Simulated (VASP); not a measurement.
## Sc: electric field gradients with PBEsol

Crystal: Sc.

```
Sc
1.0
     0.00000    2.27804    2.27804
     2.27804    0.00000    2.27804
     2.27804    2.27804    0.00000
Sc
1
Direct
  0.00000 0.00000 0.00000
```

This cell differs from its parent crystal: volume scaled by 1.01.

- Program: VASP 6.6.1
- Task: electric field gradients
- Functional: PBEsol
- Potentials or basis: VASP PAW PBE potentials, release 64 (Sc_sv)
- Cutoff: 520 eV
- k mesh: 12 × 12 × 12
- Occupations: fermi-dirac, width 0.03 eV
- Spin: no spin polarisation
- Dipole correction: no
- Further INCAR settings: ALGO = Normal; EDIFF = 1e-08; NBANDS = 12

The pressure is -0.1 GPa.

Levels at points of the mesh, in eV from the Fermi level:
```tsv
k point	band 1	band 2	band 3	band 4	band 5	band 6	band 7	band 8	band 9	band 10
(0.00, 0.00, 0.00)	-49.12	-27.59	-27.59	-27.59	-5.28	1.63	1.63	1.63	3.09	3.09
(0.50, 0.00, 0.00)	-49.04	-28.06	-27.65	-27.65	-1.83	0.32	1.51	1.51	4.05	4.05
(0.50, 0.50, 0.00)	-49.02	-28.02	-27.76	-27.76	-1.61	-0.69	2.07	4.04	4.30	4.30
```

It took 8.9 s on 1 thread of Intel(R) Xeon(R) Platinum 8375C CPU @ 2.90GHz (Ice Lake), on a shared host, peak memory 0.14 GiB.

Caveat: without QUAD_EFG the Cq values of the log hold for a quadrupole moment of 1 mb, not for the nuclei; the PAW data sets were made with another functional, which shifts forces and pressure a little.
